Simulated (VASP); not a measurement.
## Al: single point with PBE

Al:

```xyz
2
Lattice="-1.6175 1.6175 1.6175 1.6175 -1.6175 1.6175 3.2350 3.2350 0.0000" Properties=species:S:1:pos:R:3 pbc="T T T"
Al   -0.3161    0.3161   -0.0308
Al    1.9336    1.3014    1.6483
```

This cell differs from its parent crystal: mode 1 frozen in at -0.447 Å and mode 5 at -0.031 Å (largest displacements).

```yaml
Program: VASP 6.6.1
Task: single point
Functional: PBE
Potentials_or_basis: VASP PAW PBE potentials, release 64 (Al)
Cutoff: 520 eV
k_mesh: 20 × 20 × 12
Occupations: gaussian, width 0.15 eV
Spin: no spin polarisation
Dipole_correction: no
Further_INCAR_settings: ALGO = Fast; EDIFF = 1e-07; NBANDS = 10
```

| Item | Value |
| --- | --- |
| Pressure | 1.5 GPa |
| Largest force | 0.351 eV/Å |
| Band gap on the k mesh | zero (band 3 reaches 12.68 eV, above the bottom of band 4 at 4.00 eV) |

Forces in eV/Å, atoms in the order of the input:
```
Al   0.247 -0.247  0.035
Al  -0.247  0.247 -0.035
```

Stress tensor (GPa, compression positive):
```
 3.64 -0.25 -0.04
-0.25  3.64  0.04
-0.04  0.04 -2.85
```

Levels at points of the mesh, in eV from the Fermi level:
```tsv
k point	band 1	band 2	band 3	band 4	band 5	band 6	band 7
(0.00, 0.00, 0.00)	-10.91	-4.22	-3.77	8.13	8.22	9.38	10.57
(0.50, 0.00, 0.00)	-5.99	-5.41	0.06	1.12	1.44	1.47	7.27
(0.00, 0.50, 0.00)	-6.05	-5.35	-0.06	1.08	1.50	1.61	7.23
(0.50, 0.50, 0.00)	-4.17	-3.95	1.93	2.21	2.30	2.85	3.06
(0.00, 0.00, 0.50)	-9.15	-9.15	4.19	4.19	9.30	9.30	10.23
(0.50, 0.00, 0.50)	-4.33	-4.33	-3.66	-3.66	8.06	8.06	8.78
(0.00, 0.50, 0.50)	-4.37	-4.37	-3.62	-3.62	8.12	8.12	8.66
(0.50, 0.50, 0.50)	-2.92	-2.92	-1.66	-1.66	3.50	3.50	5.22
```

It took 15 min on 1 thread of AMD EPYC 7R13, with other jobs on the host, peak memory 0.44 GiB.

Caveat: the cell differs from its parent crystal (mode 1 frozen in at -0.447 Å and mode 5 at -0.031 Å (largest displacements)).
